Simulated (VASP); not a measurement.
Write the native input for VASP 6.6.1 that does the following.

```
Task                   : single point
Functional             : PBE
Potentials or basis    : VASP PAW PBE potentials, release 64 (Mo_sv, S)
Cutoff                 : 520 eV
k mesh                 : 12 × 12 × 6
Occupations            : gaussian, width 0.1 eV
Spin                   : collinear spin
Starting moments       : [2.0, -2.0, 0.0, 0.0] μB
Hubbard terms          : Mo d U = 4.38 eV
Dipole correction      : no
Further INCAR settings : ALGO = Normal; EDIFF = 1e-07; NBANDS = 32
```

The structure of MoS lies in POSCAR:

```
MoS
1.0
    0.0000000000      2.8296912642      2.8296912642
    2.8296912642      0.0000000000      2.8296912642
    5.6593825284      5.6593825284      0.0000000000
Mo S
2 2
Direct
    1.0000000000      0.0000000000      0.0000000000
    1.0000000000      0.0000000000      0.5000000000
    0.2500000000      0.2500000000      0.1250000000
    0.2500000000      0.2500000000      0.6250000000
```

These files were run (other wordings do the same):

INCAR

```
ALGO = Normal ; EDIFF = 1E-7
ENCUT = 520 ; GGA = PE
ISIF = 2 ; ISMEAR = 0
ISPIN = 2 ; LASPH = T
LCHARG = F ; LDAU = T
LDAUJ = 0 0 ; LDAUL = 2 -1
LDAUPRINT = 1 ; LDAUTYPE = 2
LDAUU = 4.38 0 ; LMAXMIX = 4
LORBIT = 11 ; LREAL = F
LWAVE = F ; MAGMOM = 2 -2 0 0
NBANDS = 32 ; NELM = 150
PREC = Accurate ; SIGMA = 0.1
```

KPOINTS

```
k-points
0
Gamma
  12 12 6
```

Potentials or basis: VASP PAW PBE potentials, release 64 (Mo_sv, S).

Launch:

```bash
$ cat potpaw_PBE.64/Mo_sv/POTCAR potpaw_PBE.64/S/POTCAR > POTCAR
$ mpirun -np 1 vasp_std > vasp.out
```

Results of the run:

```
Pressure                                              : 4.1 GPa
Band gap on the k mesh                                : zero (filled and empty bands overlap)
Net moment                                            : 0.00 μB per cell
Site moments                                          : Mo +3.05, -3.05; S -0.10, +0.10 μB
Valence electrons inside the program's atomic spheres : Mo 12.25; S 3.76
```

Caveat: the cell stands under pressure.

Run time: 11 min on 1 thread of Oxide Virtual Turin-like Processor (shared host), peak memory 0.5 GiB.
